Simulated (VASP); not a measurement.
# CuSi12 (P-62m) in VASP: a series of runs, part 2 of 2

VASP 6.6.1.

## 3. Single point, PBE+D3(BJ)

This run uses another cell than the first one, of 19.44 Å³/atom.

INCAR reads:

```
PREC = Accurate
ENCUT = 520
EDIFF = 1E-7
ISMEAR = 0
SIGMA = 0.1
LREAL = False
LASPH = True
NELM = 100
ALGO = Normal
ISIF = 2
LWAVE = False
LCHARG = False
GGA = PE
IVDW = 12
NBANDS = 42
```

KPOINTS reads:

```
regular mesh
0
Gamma
  3 3 4
```

POSCAR reads:

```
CuSi12
1.0
    6.7030366300      0.0000000000      0.0000000000
   -3.3515183100      5.8050000000      0.0000000000
    0.0000000000      0.0000000000      6.4936891100
Si Cu
12 1
Direct
    0.6666666700      0.6666666700      0.7494729800
    0.3333333300      0.0000000000      0.7494729800
    0.0000000000      0.3333333300      0.7494729800
    0.0000000000      0.6666666700      0.8172310800
    0.6666666700      0.0000000000      0.8172310800
    0.3333333300      0.3333333300      0.8172310800
    0.0000000000      0.6666666700      0.1827689200
    0.6666666700      0.0000000000      0.1827689200
    0.3333333300      0.3333333300      0.1827689200
    0.6666666700      0.6666666700      0.2505270200
    0.3333333300      0.0000000000      0.2505270200
    0.0000000000      0.3333333300      0.2505270200
    0.0000000000      0.0000000000      0.0000000000
```

Potentials or basis: VASP PAW PBE potentials, release 64 (Si, Cu).

Launch:

```bash
cat potpaw_PBE.64/Si/POTCAR potpaw_PBE.64/Cu/POTCAR > POTCAR
mpirun -np 1 vasp_std > vasp.out
```

OUTCAR:

```text
PREC = Accurate
   ENCUT = 520
   EDIFF = 1E-7
   ISMEAR = 0
   LREAL = False
   LASPH = True
   NELM = 100
   ISIF = 2
   GGA = PE
   IVDW = 12
 IVDW          = 12

 ion  position               nearest neighbor table
   1  0.667  0.667  0.749-   5 2.28   4 2.28   6 2.28  13 2.76
   2  0.333  0.000  0.749-   6 2.28   4 2.28   5 2.28  13 2.76
   3  0.000  0.333  0.749-   5 2.28   6 2.28   4 2.28  13 2.76
   4  0.000  0.667  0.817-   2 2.28   1 2.28   3 2.28   7 2.37  13 2.53
   5  0.667  0.000  0.817-   1 2.28   3 2.28   2 2.28   8 2.37  13 2.53
   6  0.333  0.333  0.817-   2 2.28   3 2.28   1 2.28   9 2.37  13 2.53
   7  0.000  0.667  0.183-  11 2.28  10 2.28  12 2.28   4 2.37  13 2.53
   8  0.667  0.000  0.183-  10 2.28  12 2.28  11 2.28   5 2.37  13 2.53
   9  0.333  0.333  0.183-  11 2.28  12 2.28  10 2.28   6 2.37  13 2.53
  10  0.667  0.667  0.251-   8 2.28   7 2.28   9 2.28  13 2.76
  11  0.333  0.000  0.251-   9 2.28   7 2.28   8 2.28  13 2.76
  12  0.000  0.333  0.251-   8 2.28   9 2.28   7 2.28  13 2.76
  13  0.000  0.000  0.000-   4 2.53   7 2.53   6 2.53   9 2.53   8 2.53   5 2.53   3 2.76  12 2.76
[... 597 lines left out ...]
------------------------ aborting loop because EDIFF is reached ----------------------------------------

 Edisp (eV)   -4.23621

 E8    (eV) :    -1.7499

  FORCE on cell =-STRESS in cart. coord.  units (eV):
  Direction    XX          YY          ZZ          XY          YZ          ZX
  --------------------------------------------------------------------------------------
  -------------------------------------------------------------------------------------
  Total      10.93885    10.93885     2.51438     0.00000     0.00000     0.00000
  in kB      69.36125    69.36124    15.94326     0.00000     0.00000     0.00000
  external pressure =       51.56 kB  Pullay stress =        0.00 kB

 VOLUME and BASIS-vectors are now :
 -----------------------------------------------------------------------------
  energy-cutoff  :      520.00
  volume of cell :      252.68
      direct lattice vectors                 reciprocal lattice vectors
     6.703036630  0.000000000  0.000000000     0.149186116  0.086132644  0.000000000
    -3.351518310  5.805000000  0.000000000     0.000000000  0.172265289  0.000000000
     0.000000000  0.000000000  6.493689110     0.000000000  0.000000000  0.153995669

 POSITION                                       TOTAL-FORCE (eV/Angst)
 -----------------------------------------------------------------------------------
      2.23435      3.87000      4.86684        -0.026195     -0.045370     -2.382572
      2.23435      0.00000      4.86684         0.052389     -0.000000     -2.382572
     -1.11717      1.93500      4.86684        -0.026195      0.045370     -2.382572
     -2.23435      3.87000      5.30684         0.093663     -0.162228     -0.059770
      4.46869      0.00000      5.30684        -0.187325     -0.000000     -0.059770
      1.11717      1.93500      5.30684         0.093663      0.162228     -0.059770
     -2.23435      3.87000      1.18684         0.093663     -0.162228      0.059770
      4.46869      0.00000      1.18684        -0.187325     -0.000000      0.059770
      1.11717      1.93500      1.18684         0.093663      0.162228      0.059770
      2.23435      3.87000      1.62684        -0.026195     -0.045370      2.382572
      2.23435      0.00000      1.62684         0.052389     -0.000000      2.382572
     -1.11717      1.93500      1.62684        -0.026195      0.045370      2.382572
      0.00000      0.00000      0.00000         0.000000     -0.000000      0.000000
 -----------------------------------------------------------------------------------
    total drift:                               -0.000001     -0.000002      0.000000

  FREE ENERGIE OF THE ION-ELECTRON SYSTEM (eV)
  ---------------------------------------------------
  free  energy   TOTEN  =       -67.1335829713 eV

  energy  without entropy=      -67.1048588765  energy(sigma->0) =      -67.11922092
```

OSZICAR:

```text
N       E                     dE             d eps       ncg     rms          rms(c)
DAV:   1     0.289287114851E+03    0.28929E+03   -0.22060E+04   756   0.122E+03
DAV:   2    -0.358445189153E+02   -0.32513E+03   -0.30388E+03   804   0.251E+02
DAV:   3    -0.651413936184E+02   -0.29297E+02   -0.27603E+02  1024   0.785E+01
[... 15 lines left out ...]
DAV:  19    -0.628973796826E+02   -0.18018E-05   -0.88685E-06  1208   0.793E-02    0.810E-03
DAV:  20    -0.628973790632E+02    0.61945E-06   -0.30648E-06   952   0.992E-03    0.817E-03
DAV:  21    -0.628973780332E+02    0.10300E-05   -0.10435E-06  1046   0.300E-02    0.482E-03
DAV:  22    -0.628973777548E+02    0.27835E-06   -0.50400E-07   838   0.113E-02    0.250E-03
DAV:  23    -0.628973776635E+02    0.91324E-07   -0.86022E-08   522   0.518E-03
   1 F= -.67133583E+02 E0= -.67119221E+02  d E =-.287241E-01
```

stdout:

```text
POSCAR found type information on POSCAR SiCu
 POSCAR found :  2 types and      13 ions
 scaLAPACK will be used
 LDA part: xc-table for (Slater+PW92), standard interpolation
 POSCAR, INCAR and KPOINTS ok, starting setup
 FFT: planning ... GRIDC
 FFT: planning ... GRID_SOFT
 FFT: planning ... GRID
 WAVECAR not read
 entering main loop
```

It took 2.8 min on 1 thread of Intel Xeon Platinum 8259CL at 2.50GHz (Skylake/Cascade Lake), shared host; peak memory 0.37 GiB.

Results:

```
Free energy                : -67.1336 eV
Pressure                   : 5.2 GPa
Largest force              : 2.383 eV/Å
Band gap on the k mesh     : zero (an odd number of electrons rules out a gap without spin polarisation)
Dispersion energy per atom : -0.326 eV
```

Forces on the atoms (eV/Å):
```
Si  -0.026 -0.045 -2.383
Si   0.052  0.000 -2.383
Si  -0.026  0.045 -2.383
Si   0.094 -0.162 -0.060
Si  -0.187  0.000 -0.060
Si   0.094  0.162 -0.060
Si   0.094 -0.162  0.060
Si  -0.187  0.000  0.060
Si   0.094  0.162  0.060
Si  -0.026 -0.045  2.383
Si   0.052  0.000  2.383
Si  -0.026  0.045  2.383
Cu   0.000  0.000  0.000
```

Stress tensor (GPa, compression positive):
```
6.94 0.00 0.00
0.00 6.94 0.00
0.00 0.00 1.59
```

Levels at points of the mesh, in eV from the Fermi level:
```tsv
k point	band 26	band 27	band 28	band 29	band 30	band 31	band 32	band 33	band 34	band 35
(0.00, 0.00, 0.00)	-1.83	-1.10	-1.10	-0.56	0.90	1.04	1.19	1.19	1.71	1.86
(0.00, 0.00, 0.50)	-1.35	-1.35	-0.49	-0.49	-0.22	-0.11	-0.11	1.40	1.40	1.85
```

Caveat: the k points lie up to 0.36 Å⁻¹ apart, too coarse for converged energies and pressures of a metal; forces of over 1 eV/Å act on the atoms, so gaps and moduli don't describe the material at rest.
